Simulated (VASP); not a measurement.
# Te2Mo (P3m1) in VASP: notebook

The runs below take Te2Mo through single point, with PBE.

Program: VASP 6.6.1. These are calculated values, not measurements. Logs are shortened: lines on timing, memory, paths and dates and some standing lists are left out, and cuts for length are marked.

## Step 1: The cell of the first run

Symmetry: P3m1, No. 156, trigonal system. Conventional cell: a = 3.557 Å, b = 3.557 Å, c = 15.205 Å, α = 90.00°, β = 90.00°, γ = 120.00°. Within 3.9 Å of Te (site symmetry 3m) lie 3 Mo at 2.94 Å and 6 Te at 3.56 Å. Te (site symmetry 3m) has 3 Mo at 2.74 Å and 6 Te at 3.56 Å within 3.6 Å. Te (site symmetry 3m) has 3 Mo at 2.74 Å and 6 Te at 3.56 Å within 3.6 Å. Within 3.6 Å of Te (site symmetry 3m) lie 3 Mo at 2.74 Å and 6 Te at 3.56 Å. Within 3.6 Å of Mo (site symmetry 3m) lie 6 Te at 2.74 Å and 6 Mo at 3.56 Å. Within 3.6 Å of Mo (site symmetry 3m) lie 6 Te at 2.74 to 2.94 Å and 6 Mo at 3.56 Å.

## Step 2: Single point, PBE (atom 1 (Te) moved by (+0.000, -0.300) A along y and z)

The input, INCAR:

```
ALGO = Normal
EDIFF = 1E-7
ENCUT = 520
GGA = PE
ISIF = 2
ISMEAR = 0
LASPH = T
LCHARG = T
LELF = T
LREAL = F
LVHAR = T
LWAVE = F
NBANDS = 35
NELM = 100
PREC = Accurate
SIGMA = 0.05
```

The input, KPOINTS:

```
k-points
0
Gamma
  12 12 2
```

The input, POSCAR:

```
Te2Mo
1.0
    3.5570664331      0.0000000000      0.0000000000
   -1.7785332165      3.0805098940      0.0000000000
    0.0000000000      0.0000000000     15.2047186580
Te Mo
4 2
Direct
    0.3333333333      0.6666666667      0.6113636383
    0.6666666667      0.3333333333      0.1310943552
    0.3333333333      0.6666666667      0.8689056448
    0.6666666667      0.3333333333      0.3689056448
    0.3333333333      0.6666666667      0.2500000000
    0.6666666667      0.3333333333      0.7500000000
```

Potentials or basis: VASP PAW PBE potentials, release 64 (Te, Mo_sv).

Run with:

```sh
$ cat potpaw_PBE.64/Te/POTCAR potpaw_PBE.64/Mo_sv/POTCAR > POTCAR
$ mpirun -np 1 vasp_std > vasp.out
```

OUTCAR:

```text
EDIFF = 1E-7
   ENCUT = 520
   GGA = PE
   ISIF = 2
   ISMEAR = 0
   LASPH = T
   LREAL = F
   NELM = 100
   PREC = Accurate

 ion  position               nearest neighbor table
   1  0.333  0.667  0.611-   6 2.94   6 2.94   6 2.94
   2  0.667  0.333  0.131-   5 2.74   5 2.74   5 2.74   4 3.62
   3  0.333  0.667  0.869-   6 2.74   6 2.74   6 2.74
   4  0.667  0.333  0.369-   5 2.74   5 2.74   5 2.74   2 3.62
   5  0.333  0.667  0.250-   2 2.74   4 2.74   2 2.74   4 2.74   2 2.74   4 2.74
   6  0.667  0.333  0.750-   3 2.74   3 2.74   3 2.74   1 2.94   1 2.94   1 2.94

  LATTYP: Found a hexagonal cell.
 ALAT       =     3.5570664331
 C/A-ratio  =     4.2745107363

  Lattice vectors:

 A1 = (   3.5570664331,   0.0000000000,   0.0000000000)
 A2 = (  -1.7785332165,   3.0805098940,   0.0000000000)
 A3 = (   0.0000000000,   0.0000000000,  15.2047186580)

Analysis of symmetry for initial positions (statically):
=====================================================================
 Subroutine PRICEL returns:
 Original cell was already a primitive cell.

 Routine SETGRP: Setting up the symmetry group for a
 hexagonal supercell.

 Subroutine GETGRP returns: Found  6 space group operations
 (whereof  6 operations were pure point group operations)
 out of a pool of 24 trial point group operations.

The static configuration has the point symmetry C_3v.

Analysis of symmetry for dynamics (positions and initial velocities):
=====================================================================
 Subroutine PRICEL returns:
 Original cell was already a primitive cell.

 Routine SETGRP: Setting up the symmetry group for a
 hexagonal supercell.

 Subroutine GETGRP returns: Found  6 space group operations
 (whereof  6 operations were pure point group operations)
 out of a pool of 24 trial point group operations.

The dynamic configuration has the point symmetry C_3v.

 Subroutine INISYM returns: Found  6 space group operations
 (whereof  6 operations are pure point group operations),
 and found     1 'primitive' translations

----------------------------------------------------------------------------------------

[... 98 lines left out ...]
   ENCUT  =  520.0 eV  38.22 Ry    6.18 a.u.   6.61  6.61 28.27*2*pi/ulx,y,z
   NELM   =    100;   NELMIN=  2; NELMDL= -5     # of ELM steps
   EDIFF  = 0.1E-06   stopping-criterion for ELM
   LREAL  =      F    real-space projection
   EDIFFG = 0.1E-05   stopping-criterion for IOM
   NSW    =      0    number of steps for IOM
   IBRION =     -1    ionic relax: 0-MD 1-quasi-New 2-CG
   NFREE  =      0    steps in history (QN), initial steepest desc. (CG)
   ISIF   =      2    stress and relaxation
   ISYM   =      2    0-nonsym 1-usesym 2-fastsym
   POTIM  = 0.5000    time-step for ionic-motion
   TEBEG  =    0.0;   TEEND  =   0.0 temperature during run
   PSTRESS=    0.0 pullay stress
   NELECT =      52.0000    total number of electrons
   NUPDOWN=      -1.0000    fix difference up-down
   EMIN   =  10.00;   EMAX   =-10.00  energy-range for DOS
   EFERMI =   0.00;   METHOD = LEGACY
   ISMEAR =     0;   SIGMA  =   0.05  broadening in eV -4-tet -1-fermi 0-gaus
   EFERMI_NEDOS =   21; number of points for ismear=-14 and -15
   IALGO  =     38    algorithm
   IMIX   =      4    mixing-type and parameters
     AMIX     =   0.40;   BMIX     =  1.00
     AMIX_MAG =   1.60;   BMIX_MAG =  1.00
  volume/ion in A,a.u.               =      27.77       187.39
  Fermi-wavevector in a.u.,A,eV,Ry     =   1.110482  2.098507 16.778308  1.233171
  Thomas-Fermi vector in A             =   2.247034
   LORBIT       =      0    0 simple, 1 ext, 2 COOP (PROOUT), +10 PAW based schemes
   GGA     = PE    functional components
   LHFCALC =     F    Hartree Fock is set to
   AEXX    =    0.0000 exact exchange contribution
   IVDW    =     0    specifies the selected vdW correction
   LEPSILON=     F    determine dielectric tensor
   LRPA    =     F    only Hartree local field effects (RPA)
 non-spin polarized calculation
 Gauss-broadening in eV      SIGMA  =   0.05
  energy-cutoff  :      520.00
  volume of cell :      166.61
 maximum number of plane-waves:      4544
 NGX is ok and might be reduce to    28
   NGX = 13   NGY = 13   NGZ = 57

 number of electron      52.0000002 magnetization

 Free energy of the ion-electron system (eV)
  ---------------------------------------------------
  ext. energy  EPLUGINS =         0.00000000
  ---------------------------------------------------
  free energy    TOTEN  =       -35.67302492 eV

  energy without entropy =      -35.67302492  energy(sigma->0) =      -35.67302492

 E-fermi :   7.1118     XC(G=0):  -9.8582

 val. band max:        6.7942818106   @ k =   0.3333   0.3333   0.0000
 cond. band min:       7.5141309006   @ k =   0.1667   0.1667   0.0000
 fundamental gap:      0.7198490900
 Fermi energy:         7.1117778145

 k-point     1 :       0.0000    0.0000    0.0000
  band No.  band energies     occupation
      1     -54.0627      2.00000
      2     -54.0026      2.00000
      3     -28.2073      2.00000
      4     -28.1374      2.00000
      5     -28.1057      2.00000
      6     -28.1057      2.00000
[... 901 lines left out ...]
     34      10.1941      0.00000
     35      11.8735      0.00000

 [... further k-points ...]

------------------------ aborting loop because EDIFF is reached ----------------------------------------

  FORCE on cell =-STRESS in cart. coord.  units (eV):
  Direction    XX          YY          ZZ          XY          YZ          ZX
  --------------------------------------------------------------------------------------
  -------------------------------------------------------------------------------------
  Total       -1.7522158     -1.7522158     -5.4140934     -0.0000000      0.0000000      0.0000000
  in kB      -16.8502054    -16.8502054    -52.0646984     -0.0000000      0.0000000      0.0000000
  external PRESSURE =     -28.5883697 kB  Pullay stress =       0.0000000 kB

 VOLUME and BASIS-vectors are now :
 -----------------------------------------------------------------------------
  energy-cutoff  :      520.00
  volume of cell :      166.61
      direct lattice vectors                 reciprocal lattice vectors
     3.557066433  0.000000000  0.000000000     0.281130538  0.162310792  0.000000000
    -1.778533217  3.080509894  0.000000000     0.000000000  0.324621584  0.000000000
     0.000000000  0.000000000 15.204718658     0.000000000  0.000000000  0.065769056

 POSITION                                       TOTAL-FORCE (eV/Angst)
 -----------------------------------------------------------------------------------
     -0.00000      2.05367      9.29561        -0.000000     -0.000000      2.322924
      1.77853      1.02684      1.99325        -0.000000     -0.000000     -0.019191
     -0.00000      2.05367     13.21147        -0.000000     -0.000000     -0.366102
      1.77853      1.02684      5.60911        -0.000000     -0.000000     -0.001678
     -0.00000      2.05367      3.80118         0.000000     -0.000000      0.011365
      1.77853      1.02684     11.40354        -0.000000      0.000000     -1.947318
 -----------------------------------------------------------------------------------
    total drift:                                0.000000     -0.000000      0.000056

  FREE ENERGIE OF THE ION-ELECTRON SYSTEM (eV)
  ---------------------------------------------------
  free  energy   TOTEN  =       -35.6730249211 eV

  energy  without entropy=      -35.6730249211  energy(sigma->0) =      -35.67302492
```

OSZICAR:

```text
N       E                     dE             d eps       ncg     rms          rms(c)
DAV:   1     0.381372991132E+03    0.38137E+03   -0.26744E+04  3076   0.131E+03
DAV:   2    -0.152671113901E+02   -0.39664E+03   -0.38373E+03  3273   0.308E+02
DAV:   3    -0.365423224684E+02   -0.21275E+02   -0.20761E+02  3250   0.621E+01
[... 11 lines left out ...]
DAV:  15    -0.356730233951E+02    0.16699E-05   -0.23208E-05  3075   0.229E-02    0.154E-02
DAV:  16    -0.356730244402E+02   -0.10451E-05   -0.25609E-06  3190   0.678E-03    0.726E-03
DAV:  17    -0.356730247727E+02   -0.33252E-06   -0.67114E-07  2774   0.380E-03    0.390E-03
DAV:  18    -0.356730249190E+02   -0.14628E-06   -0.13057E-07  2421   0.157E-03    0.146E-03
DAV:  19    -0.356730249211E+02   -0.21591E-08   -0.33423E-08  1605   0.841E-04
   1 F= -.35673025E+02 E0= -.35673025E+02  d E =-.605672E-21
```

It took 6.6 min on 1 thread of Intel Xeon Platinum 8259CL at 2.50GHz (Skylake/Cascade Lake), shared host; peak memory 0.42 GiB.

Results:

```yaml
Free_energy: -35.6730 eV
Pressure: -2.9 GPa
Largest_force: 2.323 eV/Å
Band_gap_on_the_k_mesh: 0.72 eV, indirect (least direct gap 0.90 eV)
```

Forces in eV/Å, atoms in the order of the input:
```
Te   0.000  0.000  2.323
Te   0.000  0.000 -0.019
Te   0.000  0.000 -0.366
Te   0.000  0.000 -0.002
Mo   0.000  0.000  0.011
Mo   0.000  0.000 -1.947
```

Stress tensor (GPa, compression positive):
```
-1.69  0.00  0.00
 0.00 -1.69  0.00
 0.00  0.00 -5.21
```

Caveat: the cell differs from its parent crystal (atom 1 (Te) moved by (+0.000, -0.300) A along y and z); spin-orbit coupling is left out, which moves the levels of the heavy elements; this functional lacks dispersion, which binds the layers, so the pressure and a relaxed spacing across them are unreliable; forces of over 1 eV/Å act on the atoms, so gaps and moduli don't describe the material at rest. A k mesh can miss the band edges.

## Step 3: Single point, PBE (atom 1 (Te) moved by (+0.000, +0.300) A along y and z)

The input, INCAR:

```
SYSTEM = Te2Mo
PREC     = Accurate       ! precision mode
ENCUT    = 520            ! plane-wave cutoff, eV
EDIFF    = 1E-6           ! SCF threshold, eV
ISMEAR   = 0              ! smearing method
SIGMA    = 0.05           ! smearing width, eV
LREAL    = .False.        ! projectors in reciprocal space
LASPH    = .True.         ! aspherical terms in the spheres
NELM     = 100            ! most SCF steps
ALGO     = Normal         ! electronic algorithm
ISIF     = 2              ! what is computed and relaxed
LWAVE    = .False.        ! write WAVECAR
LCHARG   = .False.        ! write CHGCAR
GGA      = PE             ! functional
NBANDS   = 35             ! bands
```

The input, KPOINTS:

```
regular mesh
0
Gamma
  12 12 2
  0 0 0
```

Edit POSCAR of step 2 so:

```diff
@@ -8,3 +8,3 @@
 Direct
-    0.3333333333      0.6666666667      0.6113636383
+    0.3333333333      0.6666666667      0.6508250721
     0.6666666667      0.3333333333      0.1310943552
```

Potentials or basis: VASP PAW PBE potentials, release 64 (Te, Mo_sv).

Run with:

```sh
$ cat potpaw_PBE.64/Te/POTCAR potpaw_PBE.64/Mo_sv/POTCAR > POTCAR
$ mpirun -np 1 vasp_std > vasp.out
```

Run time: 6.4 min. Hardware: 1 thread of Intel Xeon Platinum 8259CL at 2.50GHz (Skylake/Cascade Lake), shared host; peak memory 0.42 GiB.

Results (log left out):

```yaml
Free_energy: -35.4036 eV
Pressure: 5.3 GPa
Largest_force: 4.924 eV/Å
Band_gap_on_the_k_mesh: 0.19 eV, indirect (least direct gap 0.43 eV)
```

Forces in eV/Å, atoms in the order of the input:
```
Te   0.000  0.000 -4.924
Te   0.000  0.000  0.002
Te   0.000  0.000  0.627
Te   0.000  0.000  0.032
Mo   0.000  0.000 -0.029
Mo   0.000  0.000  4.291
```

Stress tensor (GPa, compression positive):
```
3.89 0.00 0.00
0.00 3.89 0.00
0.00 0.00 8.24
```

Levels at points of the mesh, in eV from the valence-band top:
```tsv
k point	band 22	band 23	band 24	band 25	band 26	band 27	band 28	band 29	band 30	band 31
(0.00, 0.00, 0.00)	-1.28	-1.11	-1.11	-0.69	0.00	2.48	2.48	2.80	2.80	3.08
(0.50, 0.00, 0.00)	-1.85	-1.10	-1.02	-0.97	-0.55	0.74	1.11	1.16	1.49	2.63
(0.00, 0.00, 0.50)	-1.64	-1.11	-1.11	-0.54	-0.01	2.48	2.48	2.80	2.80	3.08
(0.50, 0.00, 0.50)	-1.85	-1.10	-1.02	-0.97	-0.56	0.74	1.12	1.16	1.49	2.75
```

Caveat: the cell differs from its parent crystal (atom 1 (Te) moved by (+0.000, +0.300) A along y and z); spin-orbit coupling is left out, which moves the levels of the heavy elements; this functional lacks dispersion, which binds the layers, so the pressure and a relaxed spacing across them are unreliable; forces of over 1 eV/Å act on the atoms, so gaps and moduli don't describe the material at rest. A k mesh can miss the band edges.
